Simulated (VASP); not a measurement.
A run of VASP 6.6.1:

File INCAR:

```
SYSTEM = Os
ALGO = Normal ; EDIFF = 1E-6
ENCUT = 520 ; GGA = PS
GGA_COMPAT = .False. ; ISIF = 2
ISMEAR = -1 ; LASPH = .True.
LCHARG = .False. ; LMAXMIX = 4
LORBIT = 11 ; LORBMOM = .True.
LREAL = .False. ; LSORBIT = .True.
LWAVE = .False. ; MAGMOM = 0 0 0
NBANDS = 19 ; NELM = 150
PREC = Accurate ; SIGMA = 0.01
```

Contents of KPOINTS:

```
k-points
0
Gamma
  12 12 12
  0 0 0
```

Contents of POSCAR:

```
Os
1.0
    0.0000000000      1.9831469396      1.9831469396
    1.9831469396      0.0000000000      1.9831469396
    1.9831469396      1.9831469396      0.0000000000
Os
1
Direct
    0.0000000000      0.0000000000      0.0000000000
```

Potentials or basis: VASP PAW PBE potentials, release 64 (Os).

The run is started by

```sh
$ cat potpaw_PBE.64/Os/POTCAR > POTCAR
$ mpirun -np 1 vasp_ncl > vasp.out
```

Hardware: 1 thread of Intel(R) Xeon(R) Platinum 8488C (Sapphire Rapids) (shared host).

Task: Estimate the wall time of this run.

Result: It took 60 s on 1 thread of Intel(R) Xeon(R) Platinum 8488C (Sapphire Rapids) (shared host), peak memory 0.21 GiB. Counts: scf iterations 11, k points 72.
